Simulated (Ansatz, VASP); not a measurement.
# One calculation of TaN, two programs

INCAR

```
SYSTEM = TaN
  ALGO = Normal
  EDIFF = 1E-8
  ENCUT = 520
  GGA = PS
  GGA_COMPAT = .False.
  ISIF = 2
  ISMEAR = -1
  LASPH = .True.
  LCHARG = .False.
  LEFG = .True.
  LREAL = .False.
  LWAVE = .False.
  NBANDS = 24
  NELM = 120
  PREC = Accurate
  SIGMA = 0.01
```

File KPOINTS:

```
k-points
0
Gamma
  9 9 5
  0 0 0
```

Contents of POSCAR:

```
TaN
1.0
    2.9890010687      0.0000000000      0.0000000000
   -1.4945005344      2.5885508575      0.0000000000
    0.0000000000      0.0000000000      4.9400000000
Ta N
2 2
Direct
    0.3333333333      0.6666666667      0.0000000000
    0.6666666667      0.3333333333      0.5000000000
    0.3333333333      0.6666666667      0.3850000000
    0.6666666667      0.3333333333      0.8850000000
```

Input for Ansatz:

```yaml
crystal:
  lattice:
    - [2.9890010687, 0.0, 0.0]
    - [-1.4945005344, 2.5885508575, 0.0]
    - [0.0, 0.0, 4.94]
  atoms:
    - { symbol: Ta, position: [0.3333333333, 0.6666666667, 0.0] }
    - { symbol: Ta, position: [0.6666666667, 0.3333333333, 0.5] }
    - { symbol: "N", position: [0.3333333333, 0.6666666667, 0.385] }
    - { symbol: "N", position: [0.6666666667, 0.3333333333, 0.885] }
kpoints:
  mp_grid: { grid: [9, 9, 5] }
scf:
  occupations: { method: fermi_dirac, width: 0.01 }
hamiltonian:
  xc: pbesol
  pseudopotentials: { kind: all_electron, datasets: crystal }
output:
  forces: true
  stress: true
  eigenvalues: true
  efg: { contact_densities: true }
```

Change from the starting cell: equal xx and yy strain of -2 %, crystal datasets.

Alike in both runs: task electric field gradients; functional PBEsol; k mesh 9 × 9 × 5; occupations fermi-dirac, width 0.01 eV; no spin polarisation.

|  | VASP | Ansatz |
| --- | --- | --- |
| version | VASP 6.6.1 | Ansatz 0.2.0 |
| potentials or method | VASP PAW PBE potentials, release 64 (Ta_pv, N), cutoff 520 eV | all-electron PAW with datasets made for the crystal, scalar-relativistic |

|  | VASP | Ansatz | Ansatz less VASP |
| --- | --- | --- | --- |
| pressure (GPa) | 162.2 | 155.1 | -7.17 |
| traceless stress, the component that is largest in VASP (GPa) | -28.80 | -27.60 | +1.199 |
| rms of the force components (eV/Å) | 2.051 | 1.991 | -0.0598 |
| size of Vzz on the site where it differs most (V/Å²) | 155.3 | 144.9 | -10.39 |

VASP's potentials were made for PBE, not for PBEsol. Atom by atom the forces differ by 0.060 eV/Å (rms over components). Both programs put the cell under a high pressure, so it lies far from rest at this level. Ansatz ran all-electron here, and VASP with PAW potentials.

Spin-orbit coupling is off throughout. Noted on VASP's run: the cell as given lies far from equilibrium.
